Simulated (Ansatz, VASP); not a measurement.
BP in VASP and in Ansatz

```
B P
1.0
     0.00000    2.08748    2.08748
     2.08748    0.00000    2.08748
     2.08748    2.08748    0.00000
B P
1 1
Direct
  0.00000 0.00000 0.00000
  0.75000 0.75000 0.75000
```

Change from the starting cell: strain -0.080 along x and y, -0.080 along z, atoms carried along.

Alike in both runs: task single point; functional r2SCAN; k mesh 10 × 10 × 10; occupations gaussian, width 0.05 eV; no spin polarisation.

|  | VASP | Ansatz |
| --- | --- | --- |
| version | VASP 6.6.1 | Ansatz 0.2.0 |
| potentials or method | VASP PAW PBE potentials, release 64 (B, P), cutoff 520 eV | scalar-relativistic, plane waves, PAW |
| valence electrons in the cell | 8 | 8 |

```csv
,VASP,Ansatz,Ansatz less VASP
gap on the k mesh at the Fermi level (eV),0.99,0.96,-0.033
least direct gap on the mesh (eV),4.21,4.17,-0.042
pressure (GPa),65.8,66.7,+0.92
```

VASP's potentials were made for PBE, not for r2SCAN. Both programs put the cell under a high pressure, so it lies far from rest at this level.

Noted on VASP's run: the cell as given lies far from equilibrium.
